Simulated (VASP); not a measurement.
**Ti3Se: single point with LDA**

Ti3Se:

```
Se Ti
1.0
     3.15423    0.00000    0.00000
    -1.57712    2.73164    0.00000
     0.00000    0.00000    7.83540
Se Ti
1 3
Direct
  0.00000 0.00000 0.00000
  0.66667 0.33333 0.50000
  0.33333 0.66667 0.77290
  0.33333 0.66667 0.22710
```

```json
{
  "Program": "VASP 6.6.1",
  "Task": "single point",
  "Functional": "LDA",
  "Potentials or basis": "VASP PAW LDA potentials, release 64 (Se, Ti_sv)",
  "Cutoff": "520 eV",
  "k mesh": "10 × 10 × 4",
  "Occupations": "fermi-dirac, width 0.05 eV",
  "Spin": "no spin polarisation"
}
```

```
Pressure               : -3.4 GPa
Largest force          : 0.048 eV/Å
Band gap on the k mesh : zero (bands 21 and 22 overlap by 0.54 eV)
```

Forces in eV/Å, atoms in the order of the input:
```
Se   0.000  0.000  0.000
Ti   0.000  0.000  0.000
Ti   0.000  0.000 -0.048
Ti   0.000  0.000  0.048
```

Stress tensor (GPa, compression positive):
```
-3.09  0.00  0.00
 0.00 -3.09  0.00
 0.00  0.00 -3.87
```

Levels at points of the mesh, in eV from the Fermi level:
```csv
k point,band 18,band 19,band 20,band 21,band 22,band 23,band 24,band 25
"(0.00, 0.00, 0.00)",-1.32,-0.03,0.15,0.15,0.29,0.29,1.03,1.10
"(0.50, 0.00, 0.00)",-1.86,-1.62,-0.56,-0.42,0.18,0.86,0.91,2.42
"(0.00, 0.00, 0.50)",-1.40,-0.62,0.39,0.39,0.62,0.62,0.68,1.04
"(0.50, 0.00, 0.50)",-1.62,-1.52,-0.89,-0.87,0.68,0.89,1.04,1.29
```

Wall time 2.1 min on 1 thread of Intel Xeon 8259CL, on a shared host, peak memory 0.2 GiB.

Caveat: the cell stands under tension.
